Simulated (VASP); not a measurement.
# TiO2 (Imma) in VASP: notebook

TiO2 is run at these levels: PBE; tasks: single point.

Everything below comes from runs of VASP 6.6.1. Logs are shortened: lines on timing, memory, paths and dates and some standing lists are left out, and cuts for length are marked.

### 1 The cell of the first run

The typed cell holds 12 atoms: a = 5.509 Å, b = 5.509 Å, c = 5.509 Å, α = 114.90°, β = 106.83°, γ = 106.83°.

### 2 Single point, PBE

The input, INCAR:

```
PREC = Accurate
ENCUT = 520
EDIFF = 1E-7
ISMEAR = 0
SIGMA = 0.02
LREAL = False
LASPH = True
NELM = 100
ALGO = Normal
ISIF = 2
LWAVE = False
LCHARG = False
GGA = PE
NBANDS = 60
```

The input, KPOINTS:

```
regular mesh
0
Gamma
  6 6 6
```

The input, POSCAR:

```
TiO2
1.0
   -2.9637981456      3.2834603796      3.2834638020
    2.9637981456     -3.2834603796      3.2834638020
    2.9637981456      3.2834603796     -3.2834638020
Ti O
4 8
Direct
    0.5000883706      0.7500883706      0.7500000000
    0.4999116294      0.2499116294      0.2500000000
    0.0000000000      0.0000000000      0.5000000000
    0.0000000000      0.5000000000      0.0000000000
    0.3051314063      0.3051253694      0.4999939631
    0.1948696251      0.2500008593      0.9448687658
    0.3051314063      0.8051374432      0.0000060369
    0.8051320936      0.2500008593      0.5551312342
    0.1948679064      0.7499991407      0.4448687658
    0.8051303749      0.7499991407      0.0551312342
    0.6948685937      0.1948625568      0.9999939631
    0.6948685937      0.6948746306      0.5000060369
```

Potentials or basis: VASP PAW PBE potentials, release 64 (Ti_sv, O).

The run is started by

```bash
$ cat potpaw_PBE.64/Ti_sv/POTCAR potpaw_PBE.64/O/POTCAR > POTCAR
$ mpirun -np 1 vasp_std > vasp.out
```

OUTCAR:

```text
PREC = Accurate
   ENCUT = 520
   EDIFF = 1E-7
   ISMEAR = 0
   LREAL = False
   LASPH = True
   NELM = 100
   ISIF = 2
   GGA = PE

 ion  position               nearest neighbor table
   1  0.500  0.750  0.750-  11 1.96  12 1.96   5 1.96   7 1.96  10 2.00   9 2.00
   2  0.500  0.250  0.250-   7 1.96   5 1.96  12 1.96  11 1.96   6 2.00   8 2.00
   3  0.000  0.000  0.500-   8 1.96   9 1.96   6 1.96  10 1.96   5 2.00  12 2.00
   4  0.000  0.500  0.000-   6 1.96  10 1.96   9 1.96   8 1.96   7 2.00  11 2.00
   5  0.305  0.305  0.500-   2 1.96   1 1.96   3 2.00
   6  0.195  0.250  0.945-   4 1.96   3 1.96   2 2.00
   7  0.305  0.805  0.000-   2 1.96   1 1.96   4 2.00
   8  0.805  0.250  0.555-   3 1.96   4 1.96   2 2.00
   9  0.195  0.750  0.445-   3 1.96   4 1.96   1 2.00
  10  0.805  0.750  0.055-   4 1.96   3 1.96   1 2.00
  11  0.695  0.195  1.000-   1 1.96   2 1.96   4 2.00
  12  0.695  0.695  0.500-   1 1.96   2 1.96   3 2.00

  LATTYP: Found a body centered tetragonal cell.
 ALAT       =     6.5669207592
 C/A-ratio  =     0.9026447111

  Lattice vectors:

 A1 = (  -2.9637981456,   3.2834603796,  -3.2834638020)
 A2 = (  -2.9637981456,  -3.2834603796,   3.2834638020)
 A3 = (   2.9637981456,   3.2834603796,   3.2834638020)

Analysis of symmetry for initial positions (statically):
=====================================================================
 Subroutine PRICEL returns:
 Original cell was already a primitive cell.

 Routine SETGRP: Setting up the symmetry group for a
 body centered tetragonal supercell.

 Subroutine GETGRP returns: Found  8 space group operations
 (whereof  4 operations were pure point group operations)
 out of a pool of 16 trial point group operations.

The static configuration has the point symmetry C_2h.
 The point group associated with its full space group is D_2h.

Analysis of symmetry for dynamics (positions and initial velocities):
=====================================================================
 Subroutine PRICEL returns:
 Original cell was already a primitive cell.

 Routine SETGRP: Setting up the symmetry group for a
 body centered tetragonal supercell.

 Subroutine GETGRP returns: Found  8 space group operations
 (whereof  4 operations were pure point group operations)
 out of a pool of 16 trial point group operations.

The dynamic configuration has the point symmetry C_2h.
 The point group associated with its full space group is D_2h.
[... 129 lines left out ...]
   PSTRESS=    0.0 pullay stress
   NELECT =      96.0000    total number of electrons
   NUPDOWN=      -1.0000    fix difference up-down
   EMIN   =  10.00;   EMAX   =-10.00  energy-range for DOS
   EFERMI =   0.00;   METHOD = LEGACY
   ISMEAR =     0;   SIGMA  =   0.02  broadening in eV -4-tet -1-fermi 0-gaus
   EFERMI_NEDOS =   21; number of points for ismear=-14 and -15
   IALGO  =     38    algorithm
   IMIX   =      4    mixing-type and parameters
     AMIX     =   0.40;   BMIX     =  1.00
     AMIX_MAG =   1.60;   BMIX_MAG =  1.00
  volume/ion in A,a.u.               =      10.65        71.88
  Fermi-wavevector in a.u.,A,eV,Ry     =   1.488131  2.812159 30.130544  2.214533
  Thomas-Fermi vector in A             =   2.601204
   LORBIT       =      0    0 simple, 1 ext, 2 COOP (PROOUT), +10 PAW based schemes
   GGA     = PE    functional components
   LHFCALC =     F    Hartree Fock is set to
   AEXX    =    0.0000 exact exchange contribution
   IVDW    =     0    specifies the selected vdW correction
   LEPSILON=     F    determine dielectric tensor
   LRPA    =     F    only Hartree local field effects (RPA)
 non-spin polarized calculation
 Gauss-broadening in eV      SIGMA  =   0.02
  energy-cutoff  :      520.00
  volume of cell :      127.81
 maximum number of plane-waves:      3462
 NGX is ok and might be reduce to    42
   NGX = 21   NGY = 21   NGZ = 21

 number of electron      95.9999970 magnetization

 Free energy of the ion-electron system (eV)
  ---------------------------------------------------
  ext. energy  EPLUGINS =         0.00000000
  ---------------------------------------------------
  free energy    TOTEN  =      -107.35249859 eV

  energy without entropy =     -107.35249859  energy(sigma->0) =     -107.35249859

 E-fermi :   4.8130     XC(G=0): -11.2842

 val. band max:        4.5759741095   @ k =   0.0000   0.0000   0.0000
 cond. band min:       6.4108302358   @ k =   0.0000   0.0000   0.0000
 fundamental gap:      1.8348561263
 Fermi energy:         4.8130286190

 k-point     1 :       0.0000    0.0000    0.0000
  band No.  band energies     occupation
      1     -52.3835      2.00000
      2     -52.3686      2.00000
      3     -52.3372      2.00000
      4     -52.3372      2.00000
      5     -28.8916      2.00000
      6     -28.8915      2.00000
[... 1501 lines left out ...]
     59       8.1951      0.00000
     60       8.1958      0.00000

 [... further k-points ...]

------------------------ aborting loop because EDIFF is reached ----------------------------------------

  FORCE on cell =-STRESS in cart. coord.  units (eV):
  Direction    XX          YY          ZZ          XY          YZ          ZX
  --------------------------------------------------------------------------------------
  -------------------------------------------------------------------------------------
  Total        0.7135487      0.4491680      0.4490660      0.0000000      0.0000000      0.0000000
  in kB        8.9446129      5.6304978      5.6292184      0.0000000      0.0000000      0.0000000
  external PRESSURE =       6.7347764 kB  Pullay stress =       0.0000000 kB

 VOLUME and BASIS-vectors are now :
 -----------------------------------------------------------------------------
  energy-cutoff  :      520.00
  volume of cell :      127.81
      direct lattice vectors                 reciprocal lattice vectors
    -2.963798146  3.283460380  3.283463802     0.000000000  0.152278372  0.152278213
     2.963798146 -3.283460380  3.283463802     0.168702447  0.000000000  0.152278213
     2.963798146  3.283460380 -3.283463802     0.168702447  0.152278372  0.000000000

 POSITION                                       TOTAL-FORCE (eV/Angst)
 -----------------------------------------------------------------------------------
      2.96380      1.64173      1.64231         0.000000     -0.000000     -0.000549
      0.00000      1.64173      1.64115         0.000000     -0.000000      0.000549
      1.48190      1.64173     -1.64173         0.000000     -0.000000      0.000000
      1.48190     -1.64173      1.64173         0.000000     -0.000000      0.000000
      1.48186      1.64173      0.36204         0.000193     -0.000000     -0.028865
      2.96380      2.92142     -1.64173        -0.000000      0.028871      0.000024
      1.48193     -1.64173      3.64551        -0.000193     -0.000000     -0.028865
     -0.00000      3.64550      1.64174        -0.000000     -0.028871      0.000024
      2.96380     -0.36204      1.64173         0.000000      0.028871     -0.000024
     -0.00000      0.36204      4.92519         0.000000     -0.028871     -0.000024
      1.48186      4.92519     -0.36204         0.000193     -0.000000      0.028865
      1.48193      1.64173      2.92142        -0.000193     -0.000000      0.028865
 -----------------------------------------------------------------------------------
    total drift:                                0.000000     -0.000000      0.000000

  FREE ENERGIE OF THE ION-ELECTRON SYSTEM (eV)
  ---------------------------------------------------
  free  energy   TOTEN  =      -107.3524985902 eV

  energy  without entropy=     -107.3524985902  energy(sigma->0) =     -107.35249859
```

It took 10 min on 1 thread of Oxide Virtual Turin-like, shared host; peak memory 0.38 GiB.

What came out:

| Quantity | Value |
| --- | --- |
| Free energy | -107.3525 eV |
| Pressure | 0.7 GPa |
| Largest force | 0.029 eV/Å |
| Band gap on the k mesh | 1.83 eV |

Forces on the atoms (eV/Å):
```
Ti   0.000  0.000 -0.001
Ti   0.000  0.000  0.001
Ti   0.000  0.000  0.000
Ti   0.000  0.000  0.000
O    0.000  0.000 -0.029
O    0.000  0.029  0.000
O    0.000  0.000 -0.029
O    0.000 -0.029  0.000
O    0.000  0.029  0.000
O    0.000 -0.029  0.000
O    0.000  0.000  0.029
O    0.000  0.000  0.029
```

Stress tensor (GPa, compression positive):
```
0.89 0.00 0.00
0.00 0.56 0.00
0.00 0.00 0.56
```

A k mesh can miss the band edges.

### 3 Single point, PBE

The input, INCAR:

```
SYSTEM = TiO2
PREC = Accurate
ENCUT = 520
EDIFF = 1E-6
ISMEAR = 0
SIGMA = 0.02
LREAL = .False.
LASPH = .True.
NELM = 60
ALGO = Normal
ISIF = 2
LWAVE = .False.
LCHARG = .True.
GGA = PE
LELF = .True.
LVHAR = .True.
NBANDS = 60
```

The input, KPOINTS:

```
Automatic mesh
0
Gamma
  6 6 6
  0 0 0
```

Edit POSCAR of step 2 so:

```diff
@@ -15,3 +15,3 @@
     0.3051314063      0.8051374432      0.0000060369
-    0.8051320936      0.2500008593      0.5551312342
+    0.8051320935      0.2500008593      0.5551312342
     0.1948679064      0.7499991407      0.4448687658
```

Potentials or basis: VASP PAW PBE potentials, release 64 (Ti_sv, O).

The run is started by

```bash
$ cat potpaw_PBE.64/Ti_sv/POTCAR potpaw_PBE.64/O/POTCAR > POTCAR
$ mpirun -np 1 vasp_std > vasp.out
```

OUTCAR:

```text
SYSTEM = TiO2
   PREC = Accurate
   ENCUT = 520
   EDIFF = 1E-6
   ISMEAR = 0
   LREAL = .False.
   LASPH = .True.
   NELM = 60
   ISIF = 2
   GGA = PE

 ion  position               nearest neighbor table
   1  0.500  0.750  0.750-  11 1.96  12 1.96   5 1.96   7 1.96  10 2.00   9 2.00
   2  0.500  0.250  0.250-   7 1.96   5 1.96  12 1.96  11 1.96   8 2.00   6 2.00
   3  0.000  0.000  0.500-   9 1.96   8 1.96   6 1.96  10 1.96   5 2.00  12 2.00
   4  0.000  0.500  0.000-   6 1.96  10 1.96   8 1.96   9 1.96   7 2.00  11 2.00
   5  0.305  0.305  0.500-   2 1.96   1 1.96   3 2.00
   6  0.195  0.250  0.945-   4 1.96   3 1.96   2 2.00
[... 1746 lines left out ...]
 -----------------------------------------------------------------------------
  energy-cutoff  :      520.00
  volume of cell :      127.81
      direct lattice vectors                 reciprocal lattice vectors
    -2.963798146  3.283460380  3.283463802     0.000000000  0.152278372  0.152278213
     2.963798146 -3.283460380  3.283463802     0.168702447  0.000000000  0.152278213
     2.963798146  3.283460380 -3.283463802     0.168702447  0.152278372  0.000000000

 POSITION                                       TOTAL-FORCE (eV/Angst)
 -----------------------------------------------------------------------------------
      2.96380      1.64173      1.64231        -0.000000      0.000000     -0.000547
      0.00000      1.64173      1.64115         0.000000      0.000000      0.000547
      1.48190      1.64173     -1.64173         0.000000      0.000000      0.000000
      1.48190     -1.64173      1.64173         0.000000      0.000000      0.000000
      1.48186      1.64173      0.36204         0.000193     -0.000000     -0.028790
      2.96380      2.92142     -1.64173        -0.000000      0.028879      0.000023
      1.48193     -1.64173      3.64551        -0.000193      0.000000     -0.028790
      0.00000      3.64550      1.64174        -0.000000     -0.028879      0.000023
      2.96380     -0.36204      1.64173         0.000000      0.028879     -0.000023
     -0.00000      0.36204      4.92519         0.000000     -0.028879     -0.000023
      1.48186      4.92519     -0.36204         0.000193     -0.000000      0.028790
      1.48193      1.64173      2.92142        -0.000193      0.000000      0.028790
 -----------------------------------------------------------------------------------
    total drift:                               -0.000000      0.000000      0.000000

  FREE ENERGIE OF THE ION-ELECTRON SYSTEM (eV)
  ---------------------------------------------------
  free  energy   TOTEN  =      -107.3524985680 eV

  energy  without entropy=     -107.3524985680  energy(sigma->0) =     -107.35249857
```

OSZICAR:

```text
N       E                     dE             d eps       ncg     rms          rms(c)
DAV:   1     0.150948958333E+04    0.15095E+04   -0.47824E+04  5624   0.191E+03
DAV:   2     0.170738256140E+03   -0.13388E+04   -0.12674E+04  5596   0.591E+02
DAV:   3    -0.120026719220E+03   -0.29076E+03   -0.28100E+03  7024   0.241E+02
DAV:   4    -0.141454382985E+03   -0.21428E+02   -0.21371E+02  8280   0.707E+01
DAV:   5    -0.142611252989E+03   -0.11569E+01   -0.11564E+01  8268   0.131E+01    0.436E+01
DAV:   6    -0.108565230871E+03    0.34046E+02   -0.21068E+02  7500   0.967E+01    0.173E+01
DAV:   7    -0.107886630091E+03    0.67860E+00   -0.33491E+01  7244   0.335E+01    0.113E+01
DAV:   8    -0.107498585299E+03    0.38804E+00   -0.65559E+00  7064   0.176E+01    0.507E+00
DAV:   9    -0.107336958893E+03    0.16163E+00   -0.14090E+00  7840   0.733E+00    0.157E+00
DAV:  10    -0.107357776247E+03   -0.20817E-01   -0.14346E-01  6564   0.221E+00    0.551E-01
DAV:  11    -0.107352385301E+03    0.53909E-02   -0.25978E-02  6316   0.742E-01    0.991E-02
DAV:  12    -0.107352596247E+03   -0.21095E-03   -0.15110E-03  6352   0.264E-01    0.120E-01
DAV:  13    -0.107352500928E+03    0.95319E-04   -0.42489E-04  7148   0.136E-01    0.405E-02
DAV:  14    -0.107352495366E+03    0.55616E-05   -0.66191E-05  7744   0.586E-02    0.100E-02
DAV:  15    -0.107352498966E+03   -0.35999E-05   -0.14450E-05  7044   0.224E-02    0.972E-03
DAV:  16    -0.107352498568E+03    0.39818E-06   -0.42570E-06  4892   0.169E-02
   1 F= -.10735250E+03 E0= -.10735250E+03  d E =-.645244E-65
```

stdout:

```text
POSCAR found type information on POSCAR TiO
 POSCAR found :  2 types and      12 ions
 scaLAPACK will be used
 LDA part: xc-table for (Slater+PW92), standard interpolation
 POSCAR, INCAR and KPOINTS ok, starting setup
 FFT: planning ... GRIDC
 FFT: planning ... GRID_SOFT
 FFT: planning ... GRID
 WAVECAR not read
 entering main loop
```

Wall time 13 min (1 thread of Oxide Virtual Turin-like, shared host); peak memory 0.38 GiB.

What came out:

* Free energy: -107.3525 eV
* Pressure: 0.7 GPa
* Largest force: 0.029 eV/Å
* Band gap on the k mesh: 1.83 eV

Forces on the atoms (eV/Å):
```
Ti   0.000  0.000 -0.001
Ti   0.000  0.000  0.001
Ti   0.000  0.000  0.000
Ti   0.000  0.000  0.000
O    0.000  0.000 -0.029
O    0.000  0.029  0.000
O    0.000  0.000 -0.029
O    0.000 -0.029  0.000
O    0.000  0.029  0.000
O    0.000 -0.029  0.000
O    0.000  0.000  0.029
O    0.000  0.000  0.029
```

A k mesh can miss the band edges.
